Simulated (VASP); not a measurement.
SiB6, 7 atoms in the cell. Symmetry: Fm-3m, No. 225, cubic system. Conventional cell: a = 5.901 Å, b = 5.901 Å, c = 5.901 Å, α = 90.00°, β = 90.00°, γ = 90.00°. Within 2.8 Å of Si (site symmetry m-3m) lie 12 B at 2.09 Å. Within 2.8 Å of B (site symmetry mmm) lie 2 Si at 2.09 Å and 8 B at 2.09 Å. 

| Property | Result |
| --- | --- |
| Program | VASP 6.6.1 |
| Task | single point |
| Functional | PBE |
| Potentials or basis | VASP PAW PBE potentials, release 64 (Si, B) |
| Cutoff | 500 eV |
| k mesh | 4 × 4 × 4 |
| Occupations | gaussian, width 0.2 eV |
| Spin | no spin polarisation |
| Dipole correction | no |
| Further INCAR settings | ALGO = Normal; EDIFF = 1e-06; NBANDS = 20 |

Potentials or basis: VASP PAW PBE potentials, release 64 (Si, B).

Run with:

```console
$ cat potpaw_PBE.64/Si/POTCAR potpaw_PBE.64/B/POTCAR > POTCAR
$ mpirun -np 1 vasp_std > vasp.out
```

Hardware: 1 thread of Intel Xeon 8259CL, on a shared host.

**Question.** How long does it take, and how much memory?

**Answer.** Wall time 16 s on 1 thread of Intel Xeon 8259CL (shared host), peak memory 0.16 GiB. Counts: scf iterations 12, k points 8.
